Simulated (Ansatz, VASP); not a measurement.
# Two plane-wave programs on PtSe2

```
Pt Se
1.0
     4.78988    0.00000    0.00000
    -2.39494    4.14816    0.00000
     0.00000    0.00000    2.81447
Pt Se
1 2
Direct
  0.00000 0.00000 0.00000
  0.33333 0.66667 0.50000
  0.66667 0.33333 0.50000
```

Alike in both runs: functional PBE; k mesh 12 × 12 × 16; occupations gaussian, width 0.1 eV; no spin polarisation.

Ansatz relaxed the structure, and its values are those at the end. VASP's run is a single point on that final structure, the one shown.

```csv
,VASP,Ansatz
version,VASP 6.6.1,Ansatz 0.2.0
potentials or method,"VASP PAW PBE potentials, release 64 (Pt, Se), cutoff 520 eV","scalar-relativistic, plane waves, PAW"
valence electrons in the cell,22,50
```

```tsv
	VASP	Ansatz	Ansatz less VASP
gap on the k mesh at the Fermi level (eV)	none	none	-
pressure (GPa)	-0.1	0.0	+0.05
```

A gap of «none» marks a metal or a gap that the smearing closes. VASP's potentials hold 22 valence electrons a cell and Ansatz's 50, so a difference there can come from the potentials and not from the codes.

Neither program's run includes spin-orbit coupling.
